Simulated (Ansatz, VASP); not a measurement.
One calculation of Zn, two programs

```
Zn
1.0
     2.67000    0.00000    0.00000
    -1.33500    2.31229    0.00000
     0.00000    0.00000    4.96600
Zn
2
Direct
  0.66667 0.33333 0.75000
  0.33333 0.66667 0.25000
```

Alike in both runs: functional r2SCAN; k mesh 11 × 11 × 6; occupations methfessel-paxton of order 1, width 0.2 eV; no spin polarisation.

|  | VASP | Ansatz |
| --- | --- | --- |
| version | VASP 6.6.1 | Ansatz 0.2.0 |
| potentials or method | VASP PAW PBE potentials, release 64 (Zn) | Ansatz PAW |
| plane-wave cutoff (eV) | 520 | 500 |
| valence electrons in the cell | 24 | 24 |
| task | single point | electron localisation function |

VASP gave:

```
gap on the k mesh at the Fermi level (eV)                     : none
pressure (GPa)                                                : -4.4
traceless stress, the component that is largest in VASP (GPa) : 0.15
```

Task: What did Ansatz give for the same quantities?

Result: gap on the k mesh at the Fermi level (eV): none; pressure (GPa): -4.7; traceless stress, the component that is largest in VASP (GPa): 0.21.

VASP's potentials were made for PBE, not for r2SCAN. A gap of «none» marks a metal or a gap that the smearing closes.
